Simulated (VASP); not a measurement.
# CuO (Cccm) in VASP: a series of runs

CuO is run at these levels: r2SCAN; tasks: single point.

All numbers are computed with VASP 6.6.1; they aren't measurements. Logs are shortened: lines on timing, memory, paths and dates and some standing lists are left out, and cuts for length are marked.

## Step 1: The cell of the first run

Symmetry: Cccm, No. 66, orthorhombic system. Conventional cell: a = 3.982 Å, b = 4.307 Å, c = 5.156 Å, α = 90.00°, β = 90.00°, γ = 90.00°. Cu (site symmetry 2/m) has 4 O at 1.95 Å within 2.6 Å. Within 2.6 Å of O (site symmetry 222) lie 4 Cu at 1.95 Å and 2 O at 2.58 Å.

## Step 2: Single point, r2SCAN

The input, POSCAR:

```
CuO
1.0
    1.9909680000     -2.1535500000      0.0000000000
    1.9909680000      2.1535500000      0.0000000000
    0.0000000000      0.0000000000      5.1559280000
Cu O
2 2
Direct
    0.0000000000      0.5000000000      0.0000000000
    0.5000000000      0.0000000000      0.5000000000
    0.5000000000      0.5000000000      0.2500000000
    0.5000000000      0.5000000000      0.7500000000
```

The input, INCAR.step1:

```
PREC = Accurate
ENCUT = 520
ISMEAR = 0
SIGMA = 0.1
LREAL = False
LASPH = True
NELM = 80
NBANDS = 25
GGA = PE
ALGO = Normal
EDIFF = 1E-4
LWAVE = True
LCHARG = False
```

The input, INCAR.step2:

```
PREC = Accurate
ENCUT = 520
EDIFF = 1E-6
ISMEAR = 0
SIGMA = 0.1
LREAL = False
LASPH = True
NELM = 80
ALGO = Normal
ISIF = 2
LWAVE = False
LCHARG = True
METAGGA = R2SCAN
LMIXTAU = True
LELF = True
LVHAR = True
NBANDS = 25
ISTART = 1
```

The input, KPOINTS:

```
regular mesh
0
Gamma
  14 14 8
```

Potentials or basis: VASP PAW PBE potentials, release 64 (Cu, O).

On the command line:

```sh
> cat potpaw_PBE.64/Cu/POTCAR potpaw_PBE.64/O/POTCAR > POTCAR
> cp INCAR.step1 INCAR
> mpirun -np 1 vasp_std > vasp.out
> cp INCAR.step2 INCAR
> mpirun -np 1 vasp_std > vasp.out
```

OUTCAR:

```text
PREC = Accurate
   ENCUT = 520
   EDIFF = 1E-6
   ISMEAR = 0
   LREAL = False
   LASPH = True
   NELM = 80
   ISIF = 2
   METAGGA = R2SCAN
   ISTART = 1

 ion  position               nearest neighbor table
   1  0.000  0.500  0.000-   3 1.95   4 1.95   3 1.95   4 1.95
   2  0.500  0.000  0.500-   3 1.95   4 1.95   3 1.95   4 1.95
   3  0.500  0.500  0.250-   1 1.95   2 1.95   2 1.95   1 1.95
   4  0.500  0.500  0.750-   1 1.95   2 1.95   2 1.95   1 1.95

  LATTYP: Found a base centered orthorhombic cell.
 ALAT       =     3.9819360000
 B/A-ratio  =     1.0816597755
 C/A-ratio  =     1.2948294498

  Lattice vectors:

 A1 = (   1.9909680000,  -2.1535500000,   0.0000000000)
 A2 = (   1.9909680000,   2.1535500000,   0.0000000000)
 A3 = (   0.0000000000,   0.0000000000,   5.1559280000)

Analysis of symmetry for initial positions (statically):
=====================================================================
 Subroutine PRICEL returns:
 Original cell was already a primitive cell.

 Routine SETGRP: Setting up the symmetry group for a
 base centered orthorhombic supercell.

 Subroutine GETGRP returns: Found  8 space group operations
 (whereof  4 operations were pure point group operations)
 out of a pool of  8 trial point group operations.

The static configuration has the point symmetry C_2h.
 The point group associated with its full space group is D_2h.

Analysis of symmetry for dynamics (positions and initial velocities):
=====================================================================
 Subroutine PRICEL returns:
 Original cell was already a primitive cell.

 Routine SETGRP: Setting up the symmetry group for a
 base centered orthorhombic supercell.

 Subroutine GETGRP returns: Found  8 space group operations
 (whereof  4 operations were pure point group operations)
 out of a pool of  8 trial point group operations.

The dynamic configuration has the point symmetry C_2h.
 The point group associated with its full space group is D_2h.

 Subroutine INISYM returns: Found  8 space group operations
 (whereof  4 operations are pure point group operations),
 and found     1 'primitive' translations

----------------------------------------------------------------------------------------

[... 86 lines left out ...]
 SYSTEM =  unknown system
   PREC   = accura    normal or accurate (medium, high low for compatibility)
   ISTART =      1    job   : 0-new  1-cont  2-samecut
   ICHARG =      0    charge: 1-file 2-atom 10-const
   ISPIN  =      1    spin polarized calculation?
   LNONCOLLINEAR =      F non collinear calculations
   LSORBIT =      F    spin-orbit coupling
   LASPH  =      T    aspherical Exc in radial PAW
   ENCUT  =  520.0 eV  38.22 Ry    6.18 a.u.   5.45  5.45  9.59*2*pi/ulx,y,z
   NELM   =     80;   NELMIN=  2; NELMDL=  0     # of ELM steps
   EDIFF  = 0.1E-05   stopping-criterion for ELM
   LREAL  =      F    real-space projection
   EDIFFG = 0.1E-04   stopping-criterion for IOM
   NSW    =      0    number of steps for IOM
   IBRION =     -1    ionic relax: 0-MD 1-quasi-New 2-CG
   NFREE  =      0    steps in history (QN), initial steepest desc. (CG)
   ISIF   =      2    stress and relaxation
   ISYM   =      2    0-nonsym 1-usesym 2-fastsym
   POTIM  = 0.5000    time-step for ionic-motion
   TEBEG  =    0.0;   TEEND  =   0.0 temperature during run
   PSTRESS=    0.0 pullay stress
   NELECT =      34.0000    total number of electrons
   NUPDOWN=      -1.0000    fix difference up-down
   EMIN   =  10.00;   EMAX   =-10.00  energy-range for DOS
   EFERMI =   0.00;   METHOD = LEGACY
   ISMEAR =     0;   SIGMA  =   0.10  broadening in eV -4-tet -1-fermi 0-gaus
   EFERMI_NEDOS =   21; number of points for ismear=-14 and -15
   IALGO  =     38    algorithm
   IMIX   =      4    mixing-type and parameters
     AMIX     =   0.40;   BMIX     =  1.00
     AMIX_MAG =   1.60;   BMIX_MAG =  1.00
  volume/ion in A,a.u.               =      11.05        74.59
  Fermi-wavevector in a.u.,A,eV,Ry     =   1.499854  2.834314 30.607167  2.249563
  Thomas-Fermi vector in A             =   2.611430
   LORBIT       =      0    0 simple, 1 ext, 2 COOP (PROOUT), +10 PAW based schemes
   METAGGA = R2SCAN    functional components
   LHFCALC =     F    Hartree Fock is set to
   AEXX    =    0.0000 exact exchange contribution
   IVDW    =     0    specifies the selected vdW correction
   LEPSILON=     F    determine dielectric tensor
   LRPA    =     F    only Hartree local field effects (RPA)
 non-spin polarized calculation
 Gauss-broadening in eV      SIGMA  =   0.10
  energy-cutoff  :      520.00
  volume of cell :       44.21
 maximum number of plane-waves:      1215
 NGX is ok and might be reduce to    24
   NGX = 11   NGY = 11   NGZ = 19

 number of electron      33.9999999 magnetization

 Free energy of the ion-electron system (eV)
  ---------------------------------------------------
  ext. energy  EPLUGINS =         0.00000000
  ---------------------------------------------------
  free energy    TOTEN  =       -36.46149541 eV

  energy without entropy =      -36.44870702  energy(sigma->0) =      -36.45510121

 E-fermi :   4.7351     XC(G=0): -12.0170

 val. band max:        4.7307616864   @ k =  -0.1429   0.0714   0.2500
 cond. band min:       4.7371287923   @ k =   0.0714   0.0714   0.3750
 fundamental gap:      0.0063671058
 Fermi energy:         4.7350630558

 k-point     1 :       0.0000    0.0000    0.0000
  band No.  band energies     occupation
      1     -16.2245      2.00000
      2     -14.9620      2.00000
      3      -3.6080      2.00000
      4      -0.9714      2.00000
      5      -0.8121      2.00000
      6       0.8741      2.00000
[... 661 lines left out ...]
     24      18.0315      0.00000
     25      20.0577      0.00000

 [... further k-points ...]
[... 5 lines left out ...]
  --------------------------------------------------------------------------------------
  -------------------------------------------------------------------------------------
  Total       -0.8879304     -1.2110461     -1.1745563     -0.0000000      0.0000000      0.0000000
  in kB      -32.1761029    -43.8849080    -42.5626175     -0.0000000      0.0000000      0.0000000
  external PRESSURE =     -39.5412094 kB  Pullay stress =       0.0000000 kB

 VOLUME and BASIS-vectors are now :
 -----------------------------------------------------------------------------
  energy-cutoff  :      520.00
  volume of cell :       44.21
      direct lattice vectors                 reciprocal lattice vectors
     1.990968000 -2.153550000  0.000000000     0.251134122 -0.232174781  0.000000000
     1.990968000  2.153550000  0.000000000     0.251134122  0.232174781  0.000000000
     0.000000000  0.000000000  5.155928000     0.000000000  0.000000000  0.193951506

 POSITION                                       TOTAL-FORCE (eV/Angst)
 -----------------------------------------------------------------------------------
      0.99548      1.07678      0.00000         0.000000      0.000000      0.000000
      0.99548     -1.07678      2.57796        -0.000000      0.000000      0.000000
      1.99097      0.00000      1.28898         0.000000     -0.000000      0.000000
      1.99097      0.00000      3.86695         0.000000     -0.000000     -0.000000
 -----------------------------------------------------------------------------------
    total drift:                                0.000000     -0.000000     -0.000000

  FREE ENERGIE OF THE ION-ELECTRON SYSTEM (eV)
  ---------------------------------------------------
  free  energy   TOTEN  =       -36.4614954051 eV

  energy  without entropy=      -36.4487070244  energy(sigma->0) =      -36.45510121
```

OUTCAR.step1:

```text
PREC = Accurate
   ENCUT = 520
   ISMEAR = 0
   LREAL = False
   LASPH = True
[... 904 lines left out ...]
      0.99548      1.07678      0.00000         0.000000      0.000000     -0.000000
      0.99548     -1.07678      2.57796        -0.000000      0.000000     -0.000000
      1.99097      0.00000      1.28898         0.000000     -0.000000     -0.000000
      1.99097      0.00000      3.86695         0.000000     -0.000000      0.000000
 -----------------------------------------------------------------------------------
    total drift:                                0.000000     -0.000000     -0.000000

  FREE ENERGIE OF THE ION-ELECTRON SYSTEM (eV)
  ---------------------------------------------------
  free  energy   TOTEN  =       -19.7250061627 eV

  energy  without entropy=      -19.7119475922  energy(sigma->0) =      -19.71847688
```

It took 7.4 min on 1 thread of Intel Xeon Platinum 8488C (Sapphire Rapids), shared host; peak memory 0.37 GiB.

Results:

```yaml
Free_energy: -36.4615 eV
Pressure: -4.0 GPa
Band_gap_on_the_k_mesh: zero (band 17 reaches 5.29 eV, above the bottom of band 18 at 4.23 eV)
```

Levels at points of the mesh, in eV from the Fermi level:
| k point | band 15 | band 16 | band 17 | band 18 | band 19 | band 20 |
| --- | --- | --- | --- | --- | --- | --- |
| (0.00, 0.00, 0.00) | -2.52 | -2.13 | 0.56 | 0.76 | 1.68 | 6.56 |
| (0.50, 0.00, 0.00) | -1.74 | -1.69 | 0.21 | 0.46 | 4.03 | 6.32 |
| (0.50, 0.50, 0.00) | -1.61 | -1.40 | -1.34 | 1.15 | 2.48 | 7.59 |
| (0.00, 0.00, 0.50) | -1.74 | -1.74 | 0.11 | 0.11 | 3.78 | 3.78 |
| (0.50, 0.00, 0.50) | -2.19 | -1.96 | -0.20 | 0.65 | 4.66 | 6.31 |
| (0.50, 0.50, 0.50) | -1.59 | -1.59 | -0.50 | -0.50 | 4.34 | 4.34 |

Caveat: the PAW data sets were made with another functional, which shifts forces and pressure a little; semilocal functionals often make such compounds metallic where correlation or magnetic order opens a gap, which also shifts bond lengths. With open d or f shells a metallic result of r2SCAN can be an artefact of self-interaction; +U or a hybrid may open a gap.

[end of part 1 of 2]
